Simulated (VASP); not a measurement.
# B3C2Br (I4/mmm) in VASP: notebook, part 2 of 2

VASP 6.6.1. The steps go on from the part before.

**5. Single point, PBE**

INCAR reads:

```
PREC = Accurate
ENCUT = 520
EDIFF = 1E-6
ISMEAR = 0
SIGMA = 0.1
LREAL = F
LASPH = T
NELM = 80
ALGO = Normal
ISIF = 2
LWAVE = F
LCHARG = T
GGA = PE
LELF = T
LVHAR = T
NBANDS = 21
```

KPOINTS reads:

```
Automatic mesh
0
Gamma
  16 16 16
```

POSCAR reads:

```
B3C2Br
1.0
   -1.5658202727      1.5658202727      5.1401284762
    1.5658202727     -1.5658202727      5.1401284762
    1.5658202727      1.5658202727     -5.1401284762
B C Br
3 2 1
Direct
    0.7500000000      0.2500000000      0.5000000000
    0.5000000000      0.5000000000      0.0000000000
    0.2500000000      0.7500000000      0.5000000000
    0.6668632867      0.6668632867      0.0000000000
    0.3331367133      0.3331367133      0.0000000000
    0.0000000000      0.0000000000      0.0000000000
```

Potentials or basis: VASP PAW PBE potentials, release 64 (B, C, Br).

Command:

```
$ cat potpaw_PBE.64/B/POTCAR potpaw_PBE.64/C/POTCAR potpaw_PBE.64/Br/POTCAR > POTCAR
$ mpirun -np 1 vasp_std > vasp.out
```

OUTCAR:

```text
PREC = Accurate
   ENCUT = 520
   EDIFF = 1E-6
   ISMEAR = 0
   LREAL = F
   LASPH = T
   NELM = 80
   ISIF = 2
   GGA = PE

 ion  position               nearest neighbor table
   1  0.750  0.250  0.500-   5 1.78   4 1.78   5 1.78   4 1.78
   2  0.500  0.500  0.000-   4 1.72   5 1.72   6 2.21   6 2.21   6 2.21   6 2.21
   3  0.250  0.750  0.500-   5 1.78   4 1.78   5 1.78   4 1.78
   4  0.667  0.667  0.000-   2 1.72   1 1.78   3 1.78   1 1.78   3 1.78
   5  0.333  0.333  0.000-   2 1.72   1 1.78   3 1.78   3 1.78   1 1.78
   6  0.000  0.000  0.000-   2 2.21   2 2.21   2 2.21   2 2.21

  LATTYP: Found a body centered tetragonal cell.
 ALAT       =     3.1316405454
 C/A-ratio  =     3.2827065570

  Lattice vectors:

 A1 = (  -1.5658202727,   1.5658202727,   5.1401284762)
 A2 = (   1.5658202727,  -1.5658202727,   5.1401284762)
 A3 = (   1.5658202727,   1.5658202727,  -5.1401284762)

Analysis of symmetry for initial positions (statically):
=====================================================================
 Subroutine PRICEL returns:
 Original cell was already a primitive cell.

 Routine SETGRP: Setting up the symmetry group for a
 body centered tetragonal supercell.

 Subroutine GETGRP returns: Found 16 space group operations
 (whereof 16 operations were pure point group operations)
 out of a pool of 16 trial point group operations.

The static configuration has the point symmetry D_4h.

Analysis of symmetry for dynamics (positions and initial velocities):
=====================================================================
 Subroutine PRICEL returns:
 Original cell was already a primitive cell.

 Routine SETGRP: Setting up the symmetry group for a
 body centered tetragonal supercell.

 Subroutine GETGRP returns: Found 16 space group operations
 (whereof 16 operations were pure point group operations)
 out of a pool of 16 trial point group operations.

The dynamic configuration has the point symmetry D_4h.

 Subroutine INISYM returns: Found 16 space group operations
[... 122 lines left out ...]
   IALGO  =     38    algorithm
   IMIX   =      4    mixing-type and parameters
     AMIX     =   0.40;   BMIX     =  1.00
     AMIX_MAG =   1.60;   BMIX_MAG =  1.00
  volume/ion in A,a.u.               =       8.40        56.70
  Fermi-wavevector in a.u.,A,eV,Ry     =   1.278319  2.415673 22.233280  1.634100
  Thomas-Fermi vector in A             =   2.410869
   LORBIT       =      0    0 simple, 1 ext, 2 COOP (PROOUT), +10 PAW based schemes
   GGA     = PE    functional components
   LHFCALC =     F    Hartree Fock is set to
   AEXX    =    0.0000 exact exchange contribution
   IVDW    =     0    specifies the selected vdW correction
   LEPSILON=     F    determine dielectric tensor
   LRPA    =     F    only Hartree local field effects (RPA)
 non-spin polarized calculation
 Gauss-broadening in eV      SIGMA  =   0.10
  energy-cutoff  :      520.00
  volume of cell :       50.41
 maximum number of plane-waves:      1380
 NGX is ok and might be reduce to    42
   NGX = 21   NGY = 21   NGZ = 21

 number of electron      24.0000001 magnetization

 Free energy of the ion-electron system (eV)
  ---------------------------------------------------
  ext. energy  EPLUGINS =         0.00000000
  ---------------------------------------------------
  free energy    TOTEN  =       -34.98670713 eV

  energy without entropy =      -34.98607865  energy(sigma->0) =      -34.98639289

 E-fermi :   8.1486     XC(G=0): -12.0701

 val. band max:        8.1336890231   @ k =  -0.1250  -0.1250   0.1250
 cond. band min:       8.1650282405   @ k =   0.0625   0.0000   0.0000
 fundamental gap:      0.0313392174
 Fermi energy:         8.1486444904

 k-point     1 :       0.0000    0.0000    0.0000
  band No.  band energies     occupation
      1     -11.2748      2.00000
      2      -7.3533      2.00000
      3      -4.4162      2.00000
      4       1.8392      2.00000
      5       1.8403      2.00000
      6       1.8403      2.00000
[... 565 lines left out ...]
     20      16.6806      0.00000
     21      16.7462      0.00000

 [... further k-points ...]
[... 5 lines left out ...]
  --------------------------------------------------------------------------------------
  -------------------------------------------------------------------------------------
  Total        0.0202092      0.0202092      0.0299733      0.0000000      0.0000000      0.0000000
  in kB        0.6423048      0.6423048      0.9526368      0.0000000      0.0000000      0.0000000
  external PRESSURE =       0.7457488 kB  Pullay stress =       0.0000000 kB

 VOLUME and BASIS-vectors are now :
 -----------------------------------------------------------------------------
  energy-cutoff  :      520.00
  volume of cell :       50.41
      direct lattice vectors                 reciprocal lattice vectors
    -1.565820273  1.565820273  5.140128476     0.000000000  0.319321450  0.097273833
     1.565820273 -1.565820273  5.140128476     0.319321450  0.000000000  0.097273833
     1.565820273  1.565820273 -5.140128476     0.319321450  0.319321450  0.000000000

 POSITION                                       TOTAL-FORCE (eV/Angst)
 -----------------------------------------------------------------------------------
      0.00000      1.56582      2.57006         0.000000      0.000000      0.000000
      0.00000      0.00000      5.14013         0.000000      0.000000      0.000000
      1.56582      0.00000      2.57006         0.000000      0.000000      0.000000
      0.00000      0.00000      6.85553         0.000000      0.000000     -0.006313
      0.00000      0.00000      3.42473        -0.000000     -0.000000      0.006313
      0.00000      0.00000      0.00000         0.000000      0.000000      0.000000
 -----------------------------------------------------------------------------------
    total drift:                               -0.000000     -0.000000      0.000000

  FREE ENERGIE OF THE ION-ELECTRON SYSTEM (eV)
  ---------------------------------------------------
  free  energy   TOTEN  =       -34.9867071283 eV

  energy  without entropy=      -34.9860786458  energy(sigma->0) =      -34.98639289
```

It took 15 min on 1 thread of Intel Xeon 6975P-C, shared host; peak memory 0.51 GiB.

What came out:

| Item | Value |
| --- | --- |
| Free energy | -34.9867 eV |
| Pressure | 0.1 GPa |
| Largest force | 0.006 eV/Å |
| Band gap on the k mesh | zero (band 12 reaches 8.25 eV, above the bottom of band 13 at 7.83 eV) |

Forces in eV/Å, atoms in the order of the input:
```
B    0.000  0.000  0.000
B    0.000  0.000  0.000
B    0.000  0.000  0.000
C    0.000  0.000 -0.006
C    0.000  0.000  0.006
Br   0.000  0.000  0.000
```

**6. Overview**

```tsv
task	cell	k mesh	cutoff (eV)	gap on the mesh (eV)	pressure (GPa)	largest force (eV/Å)
single point	a = 5.595 Å, angles 147.5, 147.5, 46.7°, 6 atoms	6 × 6 × 6	520	none	0.1	0.01
single point	a = 5.454 Å, angles 139.7, 139.7, 58.3°, 6 atoms	6 × 6 × 6	520	none	-28.1	3.08
relaxation of cell and atoms	relaxed from a = 5.454 Å, angles 139.7, 139.7, 58.3°, 6 atoms	6 × 6 × 6	600	none	-0.5	0.02
single point	a = 5.597 Å, angles 147.5, 147.5, 46.6°, 6 atoms	16 × 16 × 16	520	none	0.1	0.01
```

Alike in all rows: level PBE; potentials or basis VASP PAW PBE potentials, release 64 (B, C, Br); no spin polarisation; smearing gaussian 0.1 eV.

Caveats: some runs use coarse meshes; forces of over 1 eV/Å act on the atoms, so gaps and moduli don't describe the material at rest (some runs).

Total energies depend on the potentials used, so only differences within one code and one set of settings carry meaning.
